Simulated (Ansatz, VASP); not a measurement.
## One calculation of Sb, two programs

```
Sb
1.0
    -2.79592    2.79592    3.12940
     2.79592   -2.79592    3.12940
     2.79592    2.79592   -3.12940
Sb
3
Direct
  0.75000 0.25000 0.50000
  0.25000 0.75000 0.50000
  0.50000 0.50000 0.00000
```

Alike in both runs: functional PBE; k mesh 6 × 6 × 6; occupations gaussian, width 0.1 eV; no spin polarisation.

Ansatz relaxed the structure, and its values are those at the end. VASP's run is a single point on that final structure, the one shown.

|  | VASP | Ansatz |
| --- | --- | --- |
| version | VASP 6.6.1 | Ansatz 0.2.0 |
| potentials or method | VASP PAW PBE potentials, release 64 (Sb), cutoff 520 eV | scalar-relativistic, plane waves, PAW |
| valence electrons in the cell | 15 | 45 |

|  | VASP | Ansatz | Ansatz less VASP |
| --- | --- | --- | --- |
| gap on the k mesh at the Fermi level (eV) | none | none | - |
| pressure (GPa) | 0.0 | 0.0 | +0.05 |

A gap of «none» marks a metal or a gap that the smearing closes. VASP's potentials hold 15 valence electrons a cell and Ansatz's 45, so a difference there can come from the potentials and not from the codes.

Neither program's run includes spin-orbit coupling.
